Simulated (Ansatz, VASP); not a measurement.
**CaTiS2: VASP beside Ansatz**

File INCAR:

```
  PREC = Accurate
  ENCUT = 520
  EDIFF = 1E-6
  ISMEAR = -1
  SIGMA = 0.1
  LREAL = False
  LASPH = True
  NELM = 80
  ALGO = Normal
  ISIF = 2
  LWAVE = False
  LCHARG = False
  GGA = PE
  NBANDS = 25
```

KPOINTS

```
Automatic mesh
0
Gamma
  7 7 4
```

The input POSCAR:

```
CaTiS2
1.0
    3.6451380000      0.0000000000      0.0000000000
   -1.8225690000      3.1567820000      0.0000000000
    0.0000000000      0.0000000000      6.5415020000
Ca Ti S
1 1 2
Direct
    0.0000000000      0.0000000000      0.5000000000
    0.0000000000      0.0000000000      0.0000000000
    0.3333333333      0.6666666667      0.7803370000
    0.6666666667      0.3333333333      0.2196630000
```

Input for Ansatz:

```yaml
crystal:
  lattice:
    - [3.645138, 0.0, 0.0]
    - [-1.822569, 3.156782, 0.0]
    - [0.0, 0.0, 6.541502]
  atoms:
    - { symbol: Ca, position: [0.0, 0.0, 0.5] }
    - { symbol: Ti, position: [0.0, 0.0, 0.0] }
    - { symbol: S, position: [0.33333333333333337, 0.6666666666666666, 0.7803369999999998] }
    - { symbol: S, position: [0.6666666666666666, 0.3333333333333333, 0.21966299999999997] }
kpoints:
  mp_grid:
    grid: [7, 7, 4]
hamiltonian:
  xc: pbe
  pseudopotentials:
    kind: paw
scf:
  convergence:
    dr2_threshold: 1.0e-10
  occupations:
    method: fermi_dirac
output:
  forces: true
  stress: true
  eigenvalues: true
```

Alike in both runs: task single point; functional PBE; k mesh 7 × 7 × 4; no spin polarisation.

```csv
,VASP,Ansatz
version,VASP 6.6.1,Ansatz 0.2.0
potentials or method,"VASP PAW PBE potentials, release 64 (Ca_sv, Ti_sv, S)","plane waves, PAW"
plane-wave cutoff (eV),520,420
occupations,"fermi-dirac, width 0.1 eV",fermi-dirac
valence electrons in the cell,34,34
```

```tsv
	VASP	Ansatz	Ansatz less VASP
gap on the k mesh at the Fermi level (eV)	none	none	-
pressure (GPa)	0.4	0.3	-0.15
traceless stress, the component that is largest in VASP (GPa)	0.28	0.23	-0.052
rms of the force components (eV/Å)	0.010	0.015	+0.0055
```

Atom by atom the forces differ by 0.006 eV/Å (rms over components). A gap of «none» marks a metal or a gap that the smearing closes.
